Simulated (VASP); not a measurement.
A run of VASP 6.6.1 is set up as follows.

Contents of INCAR:

```
SYSTEM = Zn
PREC     = Accurate       ! precision mode
ENCUT    = 520            ! plane-wave cutoff, eV
EDIFF    = 1E-6           ! SCF threshold, eV
ISMEAR   = -1             ! smearing method
SIGMA    = 0.1            ! smearing width, eV
LREAL    = .FALSE.        ! projectors in reciprocal space
LASPH    = .TRUE.         ! aspherical terms in the spheres
NELM     = 100            ! most SCF steps
ALGO     = Normal         ! electronic algorithm
ISIF     = 2              ! what is computed and relaxed
LWAVE    = .FALSE.        ! write WAVECAR
LCHARG   = .FALSE.        ! write CHGCAR
GGA      = PE             ! functional
NBANDS   = 12             ! bands
```

File KPOINTS:

```
Automatic mesh
0
G
  16 16 16
  0 0 0
```

File POSCAR:

```
Zn
1.0
   -1.5862883804      1.5862883804      1.5862883804
    1.5862883804     -1.5862883804      1.5862883804
    1.5862883804      1.5862883804     -1.5862883804
Zn
1
Direct
    0.0000000000      0.0000000000      0.0000000000
```

Potentials or basis: VASP PAW PBE potentials, release 64 (Zn).

Command:

```console
$ cat potpaw_PBE.64/Zn/POTCAR > POTCAR
$ mpirun -np 1 vasp_std > vasp.out
```

(1) What does it give for the pressure?

(2) What does it give for the band gap on the k mesh?

Answers

(1) -1.8 GPa.

(2) zero (band 6 reaches 6.98 eV, above the bottom of band 7 at 1.80 eV).
